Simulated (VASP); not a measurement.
# ZrOs (Pm-3m) in VASP: notebook

ZrOs is run at these levels: LDA; tasks: single point.

Everything below comes from runs of VASP 6.6.1. Logs are shortened: lines on timing, memory, paths and dates and some standing lists are left out, and cuts for length are marked.

### Step 1. The cell of the first run

It takes space group Pm-3m (No. 221, cubic). The conventional cell has a = 3.227 Å, b = 3.227 Å, c = 3.227 Å, α = 90.00°, β = 90.00°, γ = 90.00°. Zr (site symmetry m-3m) has 8 Os at 2.80 Å and 6 Zr at 3.23 Å within 3.7 Å. Os (site symmetry m-3m) has 8 Zr at 2.80 Å and 6 Os at 3.23 Å within 3.7 Å.

### Step 2. Single point, LDA

The input, INCAR:

```
  ALGO = Normal
  EDIFF = 1E-6
  ENCUT = 600
  GGA = CA
  GGA_COMPAT = F
  ISIF = 2
  ISMEAR = -1
  LASPH = T
  LCHARG = T
  LELF = T
  LREAL = F
  LVHAR = T
  LWAVE = F
  NBANDS = 17
  NELM = 120
  PREC = Accurate
  SIGMA = 0.2
```

The input, KPOINTS:

```
k-points
0
Gamma
  6 6 6
```

The input, POSCAR:

```
ZrOs
1.0
    3.2274686612      0.0000000000      0.0000000000
    0.0000000000      3.2274690222      0.0000000000
    0.0000000000      0.0000000000      3.2274686612
Zr Os
1 1
Direct
    0.5000000000      0.5000000000      0.5000000000
    0.0000000000      0.0000000000      0.0000000000
```

Potentials or basis: VASP PAW LDA potentials, release 64 (Zr_sv, Os).

Command:

```sh
> cat potpaw_LDA.64/Zr_sv/POTCAR potpaw_LDA.64/Os/POTCAR > POTCAR
> mpirun -np 1 vasp_std > vasp.out
```

OUTCAR:

```text
EDIFF = 1E-6
   ENCUT = 600
   GGA = CA
   ISIF = 2
   ISMEAR = -1
   LASPH = T
   LREAL = F
   NELM = 120
   PREC = Accurate

 ion  position               nearest neighbor table
   1  0.500  0.500  0.500-   2 2.80   2 2.80   2 2.80   2 2.80   2 2.80   2 2.80   2 2.80   2 2.80

   2  0.000  0.000  0.000-   1 2.80   1 2.80   1 2.80   1 2.80   1 2.80   1 2.80   1 2.80   1 2.80

  LATTYP: Found a simple cubic cell.
 ALAT       =     3.2274686612

  Lattice vectors:

 A1 = (   3.2274686612,   0.0000000000,   0.0000000000)
 A2 = (   0.0000000000,   3.2274690222,   0.0000000000)
 A3 = (   0.0000000000,   0.0000000000,   3.2274686612)

Analysis of symmetry for initial positions (statically):
=====================================================================
 Subroutine PRICEL returns:
 Original cell was already a primitive cell.

 Routine SETGRP: Setting up the symmetry group for a
 simple cubic supercell.

 Subroutine GETGRP returns: Found 48 space group operations
 (whereof 48 operations were pure point group operations)
 out of a pool of 48 trial point group operations.

The static configuration has the point symmetry O_h .

Analysis of symmetry for dynamics (positions and initial velocities):
=====================================================================
 Subroutine PRICEL returns:
 Original cell was already a primitive cell.

 Routine SETGRP: Setting up the symmetry group for a
 simple cubic supercell.

 Subroutine GETGRP returns: Found 48 space group operations
 (whereof 48 operations were pure point group operations)
 out of a pool of 48 trial point group operations.

The dynamic configuration has the point symmetry O_h .

 Subroutine INISYM returns: Found 48 space group operations
 (whereof 48 operations are pure point group operations),
 and found     1 'primitive' translations

----------------------------------------------------------------------------------------

                                     Primitive cell

  volume of cell :      33.6191

  direct lattice vectors                    reciprocal lattice vectors
     3.227468661  0.000000000  0.000000000     0.309840344  0.000000000  0.000000000
     0.000000000  3.227469022  0.000000000     0.000000000  0.309840309  0.000000000
     0.000000000  0.000000000  3.227468661     0.000000000  0.000000000  0.309840344

  length of vectors
     3.227468661  3.227469022  3.227468661     0.309840344  0.309840309  0.309840344

  position of ions in fractional coordinates (direct lattice)
     0.500000000  0.500000000  0.500000000
     0.000000000  0.000000000  0.000000000

  ion indices of the primitive-cell ions
   primitive index   ion index
                 1           1
                 2           2

----------------------------------------------------------------------------------------

 KPOINTS: k-points

Automatic generation of k-mesh.
 Grid dimensions read from file:
 generate k-points for:    6    6    6

 Generating k-lattice:

  Cartesian coordinates                     Fractional coordinates (reciprocal lattice)
     0.051640057  0.000000000  0.000000000     0.166666667  0.000000000  0.000000000
     0.000000000  0.051640052  0.000000000     0.000000000  0.166666667  0.000000000
     0.000000000  0.000000000  0.051640057     0.000000000  0.000000000  0.166666667

  Length of vectors
     0.051640057  0.051640052  0.051640057

  Shift w.r.t. Gamma in fractional coordinates (k-lattice)
     0.000000000  0.000000000  0.000000000

 Subroutine IBZKPT returns following result:
 ===========================================

 Found     20 irreducible k-points:

 Following reciprocal coordinates:
            Coordinates               Weight
  0.000000  0.000000  0.000000      1.000000
  0.166667  0.000000  0.000000      6.000000
  0.333333  0.000000  0.000000      6.000000
  0.500000  0.000000  0.000000      3.000000
  0.166667  0.166667  0.000000     12.000000
  0.333333  0.166667  0.000000     24.000000
[... 12 lines left out ...]
  0.500000  0.500000  0.333333      6.000000
  0.500000  0.500000  0.500000      1.000000
   k-points           NKPTS =     20   k-points in BZ     NKDIM =     20   number of bands    NBANDS=     17
   number of dos      NEDOS =    301   number of ions     NIONS =      2
   total plane-waves  NPLWV =  21952
   dimension x,y,z NGX =    28 NGY =   28 NGZ =   28
   dimension x,y,z NGXF=    56 NGYF=   56 NGZF=   56
   ions per type =               1   1
   NGX,Y,Z   is equivalent  to a cutoff of  14.42, 14.42, 14.42 a.u.
   NGXF,Y,Z  is equivalent  to a cutoff of  28.85, 28.85, 28.85 a.u.
 SYSTEM =  unknown system
   PREC   = accura    normal or accurate (medium, high low for compatibility)
   ISTART =      0    job   : 0-new  1-cont  2-samecut
   ICHARG =      2    charge: 1-file 2-atom 10-const
   ISPIN  =      1    spin polarized calculation?
   LNONCOLLINEAR =      F non collinear calculations
   LSORBIT =      F    spin-orbit coupling
   LASPH  =      T    aspherical Exc in radial PAW
   ENCUT  =  600.0 eV  44.10 Ry    6.64 a.u.   6.45  6.45  6.45*2*pi/ulx,y,z
   NELM   =    120;   NELMIN=  2; NELMDL= -5     # of ELM steps
   EDIFF  = 0.1E-05   stopping-criterion for ELM
   LREAL  =      F    real-space projection
   EDIFFG = 0.1E-04   stopping-criterion for IOM
   NSW    =      0    number of steps for IOM
   IBRION =     -1    ionic relax: 0-MD 1-quasi-New 2-CG
   NFREE  =      0    steps in history (QN), initial steepest desc. (CG)
   ISIF   =      2    stress and relaxation
   ISYM   =      2    0-nonsym 1-usesym 2-fastsym
   POTIM  = 0.5000    time-step for ionic-motion
   TEBEG  =    0.0;   TEEND  =   0.0 temperature during run
   PSTRESS=    0.0 pullay stress
   NELECT =      20.0000    total number of electrons
   NUPDOWN=      -1.0000    fix difference up-down
   EMIN   =  10.00;   EMAX   =-10.00  energy-range for DOS
   EFERMI =   0.00;   METHOD = LEGACY
   ISMEAR =    -1;   SIGMA  =   0.20  broadening in eV -4-tet -1-fermi 0-gaus
   EFERMI_NEDOS =   21; number of points for ismear=-14 and -15
   IALGO  =     38    algorithm
   IMIX   =      4    mixing-type and parameters
     AMIX     =   0.40;   BMIX     =  1.00
     AMIX_MAG =   1.60;   BMIX_MAG =  1.00
  volume/ion in A,a.u.               =      16.81       113.44
  Fermi-wavevector in a.u.,A,eV,Ry     =   1.376859  2.601886 25.793116  1.895741
  Thomas-Fermi vector in A             =   2.502065
   LORBIT       =      0    0 simple, 1 ext, 2 COOP (PROOUT), +10 PAW based schemes
   GGA     = CA    functional components
   LHFCALC =     F    Hartree Fock is set to
   AEXX    =    0.0000 exact exchange contribution
   IVDW    =     0    specifies the selected vdW correction
   LEPSILON=     F    determine dielectric tensor
   LRPA    =     F    only Hartree local field effects (RPA)
 non-spin polarized calculation
  energy-cutoff  :      600.00
  volume of cell :       33.62
 maximum number of plane-waves:      1141
 NGX is ok and might be reduce to    28
   NGX = 13   NGY = 13   NGZ = 13

 number of electron      20.0000000 magnetization

 Free energy of the ion-electron system (eV)
  ---------------------------------------------------
  ext. energy  EPLUGINS =         0.00000000
  ---------------------------------------------------
  free energy    TOTEN  =       -23.06624548 eV

  energy without entropy =      -22.93763219  energy(sigma->0) =      -23.00193883

 E-fermi :  10.2170     XC(G=0): -13.0004

 val. band max:        9.9213609367   @ k =   0.3333   0.0000   0.0000
 cond. band min:      10.2464730441   @ k =   0.5000   0.3333   0.0000
 fundamental gap:      0.3251121074
 Fermi energy:        10.2169876578

 k-point     1 :       0.0000    0.0000    0.0000
  band No.  band energies     occupation
      1     -38.2486      2.00000
      2     -16.2530      2.00000
      3     -16.2530      2.00000
      4     -16.2530      2.00000
      5       2.0604      2.00000
      6       4.6812      2.00000
[... 9 lines left out ...]
     16      18.4919      0.00000
     17      18.4919      0.00000

 k-point     2 :       0.1667    0.0000    0.0000
  band No.  band energies     occupation
      1     -38.2348      2.00000
      2     -16.4082      2.00000
      3     -16.2479      2.00000
      4     -16.2479      2.00000
      5       2.6801      2.00000
      6       4.9689      2.00000
[... 9 lines left out ...]
     16      16.9336      0.00000
     17      20.9105      0.00000

 k-point     3 :       0.3333    0.0000    0.0000
  band No.  band energies     occupation
      1     -38.2071      2.00000
      2     -16.7062      2.00000
      3     -16.2377      2.00000
      4     -16.2377      2.00000
      5       4.2425      2.00000
      6       5.7504      2.00000
[... 9 lines left out ...]
     16      15.5628      0.00000
     17      24.7326      0.00000

 k-point     4 :       0.5000    0.0000    0.0000
  band No.  band energies     occupation
      1     -38.1931      2.00000
      2     -16.8495      2.00000
      3     -16.2326      2.00000
      4     -16.2326      2.00000
      5       5.4508      2.00000
      6       6.4114      2.00000
[... 9 lines left out ...]
     16      16.0254      0.00000
     17      23.8694      0.00000
[... 263 lines left out ...]
      1     -38.1292      2.00000
      2     -16.7167      2.00000
      3     -16.5903      2.00000
      4     -16.5702      2.00000
      5       6.1040      2.00000
      6       6.2795      2.00000
[... 9 lines left out ...]
     16      18.6687      0.00000
     17      18.9991      0.00000

 k-point    19 :       0.5000    0.5000    0.3333
  band No.  band energies     occupation
      1     -38.1179      2.00000
      2     -16.7069      2.00000
      3     -16.7069      2.00000
      4     -16.5752      2.00000
      5       6.4940      2.00000
      6       6.6246      2.00000
[... 9 lines left out ...]
     16      19.6393      0.00000
     17      19.6393      0.00000

 k-point    20 :       0.5000    0.5000    0.5000
  band No.  band energies     occupation
      1     -38.1061      2.00000
      2     -16.7053      2.00000
      3     -16.7053      2.00000
      4     -16.7053      2.00000
      5       7.1901      2.00000
      6       7.1901      2.00000
[... 9 lines left out ...]
     16      21.3121      0.00000
     17      21.3121      0.00000

------------------------ aborting loop because EDIFF is reached ----------------------------------------

  FORCE on cell =-STRESS in cart. coord.  units (eV):
  Direction    XX          YY          ZZ          XY          YZ          ZX
  --------------------------------------------------------------------------------------
  -------------------------------------------------------------------------------------
  Total        0.1027559      0.1027559      0.1027559      0.0000000     -0.0000000     -0.0000000
  in kB        4.8970136      4.8970147      4.8970136      0.0000000     -0.0000000     -0.0000000
  external PRESSURE =       4.8970139 kB  Pullay stress =       0.0000000 kB

 VOLUME and BASIS-vectors are now :
 -----------------------------------------------------------------------------
  energy-cutoff  :      600.00
  volume of cell :       33.62
      direct lattice vectors                 reciprocal lattice vectors
     3.227468661  0.000000000  0.000000000     0.309840344  0.000000000  0.000000000
     0.000000000  3.227469022  0.000000000     0.000000000  0.309840309  0.000000000
     0.000000000  0.000000000  3.227468661     0.000000000  0.000000000  0.309840344

 POSITION                                       TOTAL-FORCE (eV/Angst)
 -----------------------------------------------------------------------------------
      1.61373      1.61373      1.61373         0.000000      0.000000      0.000000
      0.00000      0.00000      0.00000         0.000000      0.000000      0.000000
 -----------------------------------------------------------------------------------
    total drift:                                0.000000      0.000000      0.000000

  FREE ENERGIE OF THE ION-ELECTRON SYSTEM (eV)
  ---------------------------------------------------
  free  energy   TOTEN  =       -23.0662454758 eV

  energy  without entropy=      -22.9376321881  energy(sigma->0) =      -23.00193883
```

Run time: 12 s. Hardware: 1 thread of AMD EPYC 7R13 (Zen 3), shared host; peak memory 0.12 GiB.

What came out:

* Free energy: -23.0662 eV
* Pressure: 0.5 GPa
* Band gap on the k mesh: zero (bands 10 and 11 overlap by 1.32 eV)

Levels at points of the mesh, in eV from the Fermi level:
```
           k point  band 7  band 8  band 9  band 10  band 11  band 12  band 13  band 14
(0.00, 0.00, 0.00)   -5.54   -1.77   -1.77    -1.77     2.08     2.08     5.32     5.32
(0.50, 0.00, 0.00)   -3.62   -1.83   -1.83    -1.32    -0.83     0.90     0.90     0.98
(0.50, 0.50, 0.00)   -3.56   -3.56    0.37     0.49     1.32     1.32     2.79     5.16
(0.50, 0.50, 0.50)   -3.03   -2.29   -2.29    -2.29     0.47     0.47     4.00     5.35
```

Caveat: spin-orbit coupling is left out, which moves the levels of the heavy elements.

### Step 3. Single point, LDA

The input, INCAR:

```
SYSTEM = ZrOs
  ALGO = Normal
  EDIFF = 1E-6
  ENCUT = 600
  GGA = CA
  GGA_COMPAT = .FALSE.
  ISIF = 2
  ISMEAR = -1
  LASPH = .TRUE.
  LCHARG = .FALSE.
  LREAL = .FALSE.
  LWAVE = .FALSE.
  NBANDS = 17
  NELM = 120
  PREC = Accurate
  SIGMA = 0.2
```

The input, KPOINTS:

```
k-points
0
G
  6 6 6
  0 0 0
```

POSCAR is that of step 2.

Potentials or basis: VASP PAW LDA potentials, release 64 (Zr_sv, Os).

Command:

```sh
> cat potpaw_LDA.64/Zr_sv/POTCAR potpaw_LDA.64/Os/POTCAR > POTCAR
> mpirun -np 1 vasp_std > vasp.out
```

It took 11 s on 1 thread of AMD EPYC 7R13 (Zen 3), shared host; peak memory 0.12 GiB.

The run converged. Its results:

* Free energy: -23.0662 eV
* Pressure: 0.5 GPa
* Band gap on the k mesh: zero (bands 10 and 11 overlap by 1.32 eV)

Levels at points of the mesh, in eV from the Fermi level:
```
           k point  band 6  band 7  band 8  band 9  band 10  band 11  band 12  band 13  band 14  band 15
(0.00, 0.00, 0.00)   -5.54   -5.54   -1.77   -1.77    -1.77     2.08     2.08     5.32     5.32     5.32
(0.50, 0.00, 0.00)   -3.81   -3.62   -1.83   -1.83    -1.32    -0.83     0.90     0.90     0.98     3.39
(0.50, 0.50, 0.00)   -5.23   -3.56   -3.56    0.37     0.49     1.32     1.32     2.79     5.16     5.75
(0.50, 0.50, 0.50)   -3.03   -3.03   -2.29   -2.29    -2.29     0.47     0.47     4.00     5.35     5.35
```

Caveat: spin-orbit coupling is left out, which moves the levels of the heavy elements.
